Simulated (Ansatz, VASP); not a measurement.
**Two plane-wave programs on Hg3Mo**

```
Hg Mo
1.0
     0.00007    4.29696    0.00016
     0.00019    0.00009    4.29186
     8.58057    0.00011    0.00033
Hg Mo
6 2
Direct
  0.50000 0.49999 0.50004
  0.49995 0.50004 0.00001
  0.00003 0.50001 0.24998
  0.00008 0.50005 0.75000
  0.49993 0.99995 0.24998
  0.49999 0.00001 0.74999
  0.00002 0.99998 0.50002
  0.00001 0.99998 0.99998
```

Change from the starting cell: Cu3Au (L1_2) type (Pm-3m, No. 221); cell x2, atoms moved at random (sigma 0.1 Å) and cell strained at random (1.5 %), then relaxed without symmetry.

Alike in both runs: functional PBE; k mesh 6 × 6 × 4; occupations gaussian, width 0.1 eV; no spin polarisation.

Ansatz relaxed the structure, and its values are those at the end. VASP's run is a single point on that final structure, the one shown.

|  | VASP | Ansatz |
| --- | --- | --- |
| version | VASP 6.6.1 | Ansatz 0.2.0 |
| potentials or method | VASP PAW PBE potentials, release 64 (Hg, Mo_sv), cutoff 520 eV | scalar-relativistic, plane waves, PAW |
| valence electrons in the cell | 100 | 148 |

```csv
,VASP,Ansatz,Ansatz less VASP
gap on the k mesh at the Fermi level (eV),none,none,-
pressure (GPa),0.8,0.0,-0.74
```

A gap of «none» marks a metal or a gap that the smearing closes. VASP's potentials hold 100 valence electrons a cell and Ansatz's 148, so a difference there can come from the potentials and not from the codes.

Neither program's run includes spin-orbit coupling.
